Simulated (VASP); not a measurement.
# BiTe (Fm-3m) in VASP: a series of runs

Runs on BiTe. Level: revPBE+D4. Tasks: single point.

All numbers are computed with VASP 6.6.1; they aren't measurements. Logs are shortened: lines on timing, memory, paths and dates and some standing lists are left out, and cuts for length are marked.

## 1. The cell of the first run

The structure is cubic, space group Fm-3m (No. 225). Conventional cell: a = 6.470 Å, b = 6.470 Å, c = 6.470 Å, α = 90.00°, β = 90.00°, γ = 90.00°. Within 4.3 Å of Bi (site symmetry m-3m) lie 6 Te at 3.23 Å. Te (site symmetry m-3m) has 6 Bi at 3.23 Å within 4.3 Å.

## 2. Single point, revPBE+D4, non-collinear spin, typed start

Input file INCAR:

```
  PREC = Accurate
  ENCUT = 520
  EDIFF = 1E-6
  ISMEAR = -5
  SIGMA = 0.05
  LREAL = F
  LASPH = T
  NELM = 150
  ALGO = Normal
  ISIF = 2
  LWAVE = F
  LCHARG = T
  LNONCOLLINEAR = T
  MAGMOM = 0 0 0.5 0 0 0
  LORBIT = 11
  GGA = RE
  IVDW = 13
  LVHAR = T
  NBANDS = 33
```

Input file KPOINTS:

```
Automatic mesh
0
Gamma
  7 7 7
```

Input file POSCAR:

```
BiTe
1.0
    0.0000000000      3.2350000000      3.2350000000
    3.2350000000      0.0000000000      3.2350000000
    3.2350000000      3.2350000000      0.0000000000
Bi Te
1 1
Direct
    0.0000000000      0.0000000000      0.0000000000
    0.5000000000      0.5000000000      0.5000000000
```

Potentials or basis: VASP PAW PBE potentials, release 64 (Bi_d, Te).

Run with:

```console
$ cat potpaw_PBE.64/Bi_d/POTCAR potpaw_PBE.64/Te/POTCAR > POTCAR
$ mpirun -np 1 vasp_ncl > vasp.out
```

OUTCAR:

```text
PREC = Accurate
   ENCUT = 520
   EDIFF = 1E-6
   ISMEAR = -5
   LREAL = F
   LASPH = T
   NELM = 150
   ISIF = 2
   LNONCOLLINEAR = T
   LORBIT = 11
   GGA = RE
   IVDW = 13

 ion  position               nearest neighbor table
   1  0.000  0.000  0.000-   2 3.23   2 3.23   2 3.23   2 3.23   2 3.23   2 3.23
   2  0.500  0.500  0.500-   1 3.23   1 3.23   1 3.23   1 3.23   1 3.23   1 3.23

  LATTYP: Found a face centered cubic cell.
 ALAT       =     6.4700000000

  Lattice vectors:

 A1 = (   0.0000000000,   3.2350000000,   3.2350000000)
 A2 = (   3.2350000000,   0.0000000000,   3.2350000000)
 A3 = (   3.2350000000,   3.2350000000,   0.0000000000)

Analysis of symmetry for initial positions (statically):
=====================================================================
 Subroutine PRICEL returns:
 Original cell was already a primitive cell.

 Routine SETGRP: Setting up the symmetry group for a
 face centered cubic supercell.

 Subroutine GETGRP returns: Found 48 space group operations
 (whereof 48 operations were pure point group operations)
 out of a pool of 48 trial point group operations.

The static configuration has the point symmetry O_h .

Analysis of symmetry for dynamics (positions and initial velocities):
=====================================================================
 Subroutine PRICEL returns:
 Original cell was already a primitive cell.

 Routine SETGRP: Setting up the symmetry group for a
 face centered cubic supercell.

 Subroutine GETGRP returns: Found 48 space group operations
 (whereof 48 operations were pure point group operations)
 out of a pool of 48 trial point group operations.

The dynamic configuration has the point symmetry O_h .

Analysis of structural, dynamic, and magnetic symmetry:
=====================================================================
 Subroutine PRICEL returns:
 Original cell was already a primitive cell.

 Routine SETGRP: Setting up the symmetry group for a
 face centered cubic supercell.

 Subroutine GETGRP returns: Found  8 space group operations
 (whereof  8 operations were pure point group operations)
 out of a pool of 48 trial point group operations.

The overall configuration has the point symmetry C_4h.

 Subroutine INISYM returns: Found  8 space group operations
 (whereof  8 operations are pure point group operations),
 and found     1 'primitive' translations

----------------------------------------------------------------------------------------

                                     Primitive cell

  volume of cell :      67.7100

  direct lattice vectors                    reciprocal lattice vectors
     0.000000000  3.235000000  3.235000000    -0.154559505  0.154559505  0.154559505
     3.235000000  0.000000000  3.235000000     0.154559505 -0.154559505  0.154559505
     3.235000000  3.235000000  0.000000000     0.154559505  0.154559505 -0.154559505

  length of vectors
     4.574980874  4.574980874  4.574980874     0.267704916  0.267704916  0.267704916

  position of ions in fractional coordinates (direct lattice)
     0.000000000  0.000000000  0.000000000
     0.500000000  0.500000000  0.500000000

  ion indices of the primitive-cell ions
   primitive index   ion index
                 1           1
                 2           2

----------------------------------------------------------------------------------------

 KPOINTS: Automatic mesh

Automatic generation of k-mesh.
 Grid dimensions read from file:
 generate k-points for:    7    7    7

 Generating k-lattice:

  Cartesian coordinates                     Fractional coordinates (reciprocal lattice)
    -0.022079929  0.022079929  0.022079929     0.142857143  0.000000000  0.000000000
     0.022079929 -0.022079929  0.022079929     0.000000000  0.142857143  0.000000000
     0.022079929  0.022079929 -0.022079929     0.000000000  0.000000000  0.142857143

  Length of vectors
     0.038243559  0.038243559  0.038243559

  Shift w.r.t. Gamma in fractional coordinates (k-lattice)
     0.000000000  0.000000000  0.000000000

 TETIRR: Found    274 inequivalent tetrahedra from     2058

 Subroutine IBZKPT returns following result:
 ===========================================

 Found     52 irreducible k-points:

 Following reciprocal coordinates:
            Coordinates               Weight
  0.000000  0.000000  0.000000      1.000000
  0.142857  0.000000  0.000000      8.000000
  0.285714  0.000000  0.000000      8.000000
  0.428571  0.000000  0.000000      8.000000
  0.142857  0.142857  0.000000      2.000000
  0.000000  0.142857  0.142857      4.000000
[... 16 lines left out ...]
  0.428571  0.285714  0.000000      8.000000
  0.000000  0.428571  0.285714      8.000000
 [... further k-points ...]
   k-points           NKPTS =     52   k-points in BZ     NKDIM =     52   number of bands    NBANDS=     33
   number of dos      NEDOS =    301   number of ions     NIONS =      2
   total plane-waves  NPLWV =  46656
   dimension x,y,z NGX =    36 NGY =   36 NGZ =   36
   dimension x,y,z NGXF=    72 NGYF=   72 NGZF=   72
   ions per type =               1   1
   NGX,Y,Z   is equivalent  to a cutoff of  13.08, 13.08, 13.08 a.u.
   NGXF,Y,Z  is equivalent  to a cutoff of  26.16, 26.16, 26.16 a.u.
 SYSTEM =  unknown system
   PREC   = accura    normal or accurate (medium, high low for compatibility)
   ISTART =      0    job   : 0-new  1-cont  2-samecut
   ICHARG =      2    charge: 1-file 2-atom 10-const
   ISPIN  =      1    spin polarized calculation?
   LNONCOLLINEAR =      T non collinear calculations
   LSORBIT =      F    spin-orbit coupling
   LASPH  =      T    aspherical Exc in radial PAW
   ENCUT  =  520.0 eV  38.22 Ry    6.18 a.u.   8.51  8.51  8.51*2*pi/ulx,y,z
   NELM   =    150;   NELMIN=  2; NELMDL= -5     # of ELM steps
   EDIFF  = 0.1E-05   stopping-criterion for ELM
   LREAL  =      F    real-space projection
   EDIFFG = 0.1E-04   stopping-criterion for IOM
   NSW    =      0    number of steps for IOM
   IBRION =     -1    ionic relax: 0-MD 1-quasi-New 2-CG
   NFREE  =      0    steps in history (QN), initial steepest desc. (CG)
   ISIF   =      2    stress and relaxation
   ISYM   =      2    0-nonsym 1-usesym 2-fastsym
   POTIM  = 0.5000    time-step for ionic-motion
   TEBEG  =    0.0;   TEEND  =   0.0 temperature during run
   PSTRESS=    0.0 pullay stress
   NELECT =      21.0000    total number of electrons
   NUPDOWN=      -1.0000    fix difference up-down
   EMIN   =  10.00;   EMAX   =-10.00  energy-range for DOS
   EFERMI =   0.00;   METHOD = LEGACY
   ISMEAR =    -5;   SIGMA  =   0.05  broadening in eV -4-tet -1-fermi 0-gaus
   EFERMI_NEDOS =   21; number of points for ismear=-14 and -15
   IALGO  =     38    algorithm
   IMIX   =      4    mixing-type and parameters
     AMIX     =   0.40;   BMIX     =  1.00
     AMIX_MAG =   1.60;   BMIX_MAG =  1.00
  volume/ion in A,a.u.               =      33.86       228.46
  Fermi-wavevector in a.u.,A,eV,Ry     =   1.108146  2.094092 16.707785  1.227988
  Thomas-Fermi vector in A             =   2.244669
   LORBIT       =     11    0 simple, 1 ext, 2 COOP (PROOUT), +10 PAW based schemes
   GGA     = RE    functional components
   LHFCALC =     F    Hartree Fock is set to
   AEXX    =    0.0000 exact exchange contribution
   IVDW    =    13    specifies the selected vdW correction
   LEPSILON=     F    determine dielectric tensor
   LRPA    =     F    only Hartree local field effects (RPA)
 Fermi weights with tetrahedron method with Bloechl corrections
  energy-cutoff  :      520.00
  volume of cell :       67.71
 maximum number of plane-waves:      3682
 NGX is ok and might be reduce to    36
   NGX = 17   NGY = 17   NGZ = 17

 number of electron      21.0000001 magnetization      -0.0000000     -0.0000000      0.2700798

 number of electron      21.0000001 magnetization       0.0000000      0.0000000      0.2781124

 number of electron      21.0000001 magnetization       0.0000000     -0.0000000      0.2778512

 Free energy of the ion-electron system (eV)
  ---------------------------------------------------
  ext. energy  EPLUGINS =         0.00000000
  ---------------------------------------------------
  free energy    TOTEN  =        -6.57070529 eV

  energy without entropy =       -6.57070529  energy(sigma->0) =       -6.57070529

 E-fermi :   6.9381     XC(G=0):  -9.3593

 val. band max:        7.0675225548   @ k =   0.0000  -0.2857   0.2857
 cond. band min:       6.3412136903   @ k =   0.4286   0.0000   0.0000
 fundamental gap:     -0.7263088644
 Fermi energy:         6.9380928912

 k-point     1 :       0.0000    0.0000    0.0000
  band No.  band energies     occupation
      1     -16.5018      1.00000
      2     -16.5016      1.00000
      3     -16.5015      1.00000
      4     -16.5011      1.00000
      5     -16.5009      1.00000
      6     -16.4752      1.00000
[... 25 lines left out ...]
     32      11.4568      0.00000
     33      12.8614      0.00000
[... 797 lines left out ...]
      3     -16.4989      1.00000
      4     -16.4939      1.00000
      5     -16.4931      1.00000
      6     -16.4850      1.00000
[... 25 lines left out ...]
     32      15.5043      0.00000
     33      15.7197      0.00000

 [... further k-points ...]

------------------------ aborting loop because EDIFF is reached ----------------------------------------

  DFT-D4 for vdW energy calculation

  Edisp (eV):   -1.50761

  FORCE on cell =-STRESS in cart. coord.  units (eV):
  Direction    XX          YY          ZZ          XY          YZ          ZX
  --------------------------------------------------------------------------------------
  -------------------------------------------------------------------------------------
  Total      -0.76656    -0.76656    -0.81713     0.00000    -0.00000     0.00000
  in kB     -18.13856   -18.13856   -19.33519     0.00000    -0.00000     0.00000
  external pressure =      -18.54 kB  Pullay stress =        0.00 kB

 VOLUME and BASIS-vectors are now :
 -----------------------------------------------------------------------------
  energy-cutoff  :      520.00
  volume of cell :       67.71
      direct lattice vectors                 reciprocal lattice vectors
     0.000000000  3.235000000  3.235000000    -0.154559505  0.154559505  0.154559505
     3.235000000  0.000000000  3.235000000     0.154559505 -0.154559505  0.154559505
     3.235000000  3.235000000  0.000000000     0.154559505  0.154559505 -0.154559505

 POSITION                                       TOTAL-FORCE (eV/Angst)
 -----------------------------------------------------------------------------------
      0.00000      0.00000      0.00000         0.000000      0.000000     -0.000000
      3.23500      3.23500      3.23500        -0.000000     -0.000000      0.000000
 -----------------------------------------------------------------------------------
    total drift:                               -0.000000      0.000000      0.000000

  FREE ENERGIE OF THE ION-ELECTRON SYSTEM (eV)
  ---------------------------------------------------
  free  energy   TOTEN  =        -8.0783130952 eV

  energy  without entropy=       -8.0783130952  energy(sigma->0) =       -8.07831310

 total charge

# of ion       s       p       d       tot
------------------------------------------
    1        1.577   1.199   9.924  12.699
    2        1.414   1.877   0.036   3.327
--------------------------------------------------
tot          2.991   3.075   9.960  16.026

 magnetization (x)

# of ion       s       p       d       tot
------------------------------------------
    1        0.000   0.000   0.000   0.000
    2        0.000   0.000   0.000   0.000
--------------------------------------------------
tot          0.000   0.000   0.000   0.000

 magnetization (y)

# of ion       s       p       d       tot
------------------------------------------
    1        0.000   0.000   0.000   0.000
    2        0.000   0.000   0.000   0.000
--------------------------------------------------
tot          0.000   0.000   0.000   0.000

 magnetization (z)

# of ion       s       p       d       tot
------------------------------------------
    1        0.002   0.127   0.001   0.129
    2        0.009  -0.003   0.006   0.012
--------------------------------------------------
tot          0.011   0.124   0.007   0.142
```

Run time: 8.6 min. Hardware: 1 thread of Oxide Virtual Turin-like, shared host; peak memory 0.43 GiB.

What came out:

- Free energy: -8.0783 eV
- Pressure: -1.9 GPa
- Band gap on the k mesh: zero (band 21 reaches 9.29 eV, above the bottom of band 22 at 6.17 eV)
- Net moment: 0.28 μB per cell
- Valence electrons inside the program's atomic spheres: Bi 12.70; Te 3.33
- Dispersion energy per atom: -0.754 eV

Stress tensor (GPa, compression positive):
```
-1.81  0.00  0.00
 0.00 -1.81  0.00
 0.00  0.00 -1.93
```

Levels at points of the mesh, in eV from the Fermi level:
```tsv
k point	band 18	band 19	band 20	band 21	band 22	band 23
(0.00, 0.00, 0.00)	-2.72	-2.72	-2.72	1.89	1.89	1.89
```

Moments on the atoms (μB; x, y, z):
```
Bi  0.00 0.00 0.13
Te  0.00 0.00 0.01
```

Caveat: the PAW data sets were made with another functional, which shifts forces and pressure a little; spin-orbit coupling is left out, which moves the levels of the heavy elements; pairwise dispersion overbinds metals, which lowers pressure and volume; tetrahedron occupations give inexact forces and stress in metals.

(Part 1 of 2 ends here.)
